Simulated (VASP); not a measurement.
A run of VASP 6.6.1:

POSCAR

```
WS2
1.0
    3.1800000000      0.0000000000      0.0000000000
   -1.5900000000      2.7539607840      0.0000000000
    0.0000000000      0.0000000000     12.5000000000
W S
2 4
Direct
    0.6666666667      0.3333333333      0.7500000000
    0.3333333333      0.6666666667      0.2500000000
    0.6666666667      0.3333333333      0.3750000000
    0.3333333333      0.6666666667      0.8750000000
    0.6666666667      0.3333333333      0.1250000000
    0.3333333333      0.6666666667      0.6250000000
```

INCAR.step1

```
  PREC = Accurate
  ENCUT = 520
  EDIFF = 1E-5
  ISMEAR = -1
  SIGMA = 0.05
  LREAL = False
  LASPH = True
  NELM = 80
  ALGO = Normal
  ISIF = 2
  LWAVE = True
  NBANDS = 35
  GGA = PE
  KPAR = 4
```

The input INCAR.step2:

```
  PREC = Accurate
  ENCUT = 520
  EDIFF = 1E-6
  ISMEAR = -1
  SIGMA = 0.05
  LREAL = False
  LASPH = True
  NELM = 80
  ALGO = Normal
  ISIF = 2
  LWAVE = False
  LCHARG = True
  GGA = PE
  LHFCALC = True
  AEXX = 0.25
  PRECFOCK = Fast
  LVHAR = True
  NBANDS = 35
  ISTART = 1
  KPAR = 4
```

Contents of KPOINTS:

```
regular mesh
0
Gamma
  6 6 2
```

Potentials or basis: VASP PAW PBE potentials, release 64 (W_sv, S).

Command:

```sh
$ cat potpaw_PBE.64/W_sv/POTCAR potpaw_PBE.64/S/POTCAR > POTCAR
$ cp INCAR.step1 INCAR
$ mpirun -np 4 vasp_std > vasp.out
$ cp INCAR.step2 INCAR
$ mpirun -np 4 vasp_std > vasp.out
```

Hardware: 4 MPI ranks on Intel(R) Xeon(R) Platinum 8259CL CPU @ 2.50GHz (Skylake/Cascade Lake) (shared host).

Estimate the wall time of this run.

Wall time 29 min on 4 MPI ranks on Intel(R) Xeon(R) Platinum 8259CL CPU @ 2.50GHz (Skylake/Cascade Lake), on a shared host, peak memory 0.28 GiB a rank. Counts: k points 14.
